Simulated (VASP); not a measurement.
TiO2: single point with LDA

Crystal: TiO2.

```
Ti O
1.0
    -1.86992    1.86992    4.72931
     1.86992   -1.86992    4.72931
     1.86992    1.86992   -4.72931
Ti O
2 4
Direct
  0.00000 0.00000 0.00000
  0.75000 0.25000 0.50000
  0.20794 0.20794 0.00000
  0.95794 0.45794 0.50000
  0.54206 0.04206 0.50000
  0.79206 0.79206 0.00000
```

| Item | Value |
| --- | --- |
| Program | VASP 6.6.1 |
| Task | single point |
| Functional | LDA |
| Potentials or basis | VASP PAW LDA potentials, release 64 (Ti_sv, O) |
| Cutoff | 600 eV |
| k mesh | 10 × 10 × 10 |
| Occupations | gaussian, width 0.02 eV |
| Spin | no spin polarisation |

```json
{
 "Pressure": "0.9 GPa",
 "Largest force": "0.032 eV/Å",
 "Band gap on the k mesh": "2.08 eV (least direct gap 2.42 eV)"
}
```

Forces on the atoms (eV/Å):
```
Ti   0.000  0.000  0.000
Ti   0.000  0.000  0.000
O    0.000  0.000  0.032
O    0.000  0.000  0.032
O    0.000  0.000 -0.032
O    0.000  0.000 -0.032
```

Levels at points of the mesh, in eV from the valence-band top:
| k point | band 20 | band 21 | band 22 | band 23 | band 24 | band 25 | band 26 | band 27 | band 28 | band 29 |
| --- | --- | --- | --- | --- | --- | --- | --- | --- | --- | --- |
| (0.00, 0.00, 0.00) | -0.78 | -0.76 | -0.76 | -0.50 | -0.50 | 2.08 | 2.88 | 4.10 | 4.10 | 4.13 |
| (0.50, 0.00, 0.00) | -2.08 | -2.04 | -1.02 | -0.81 | -0.65 | 3.29 | 3.64 | 3.65 | 3.76 | 4.43 |
| (0.50, 0.50, 0.00) | -2.75 | -2.17 | -2.17 | -0.03 | -0.03 | 3.41 | 3.41 | 3.93 | 3.93 | 5.08 |
| (0.50, 0.50, 0.50) | -1.39 | -1.28 | -1.28 | -0.10 | -0.10 | 2.46 | 2.46 | 3.87 | 3.87 | 4.37 |

It took 18 min on 1 thread of Oxide Virtual Turin-like Processor, with other jobs on the host, peak memory 0.36 GiB.

A k mesh can miss the band edges. A hybrid or GW would open this gap; LDA tends to underestimate it.
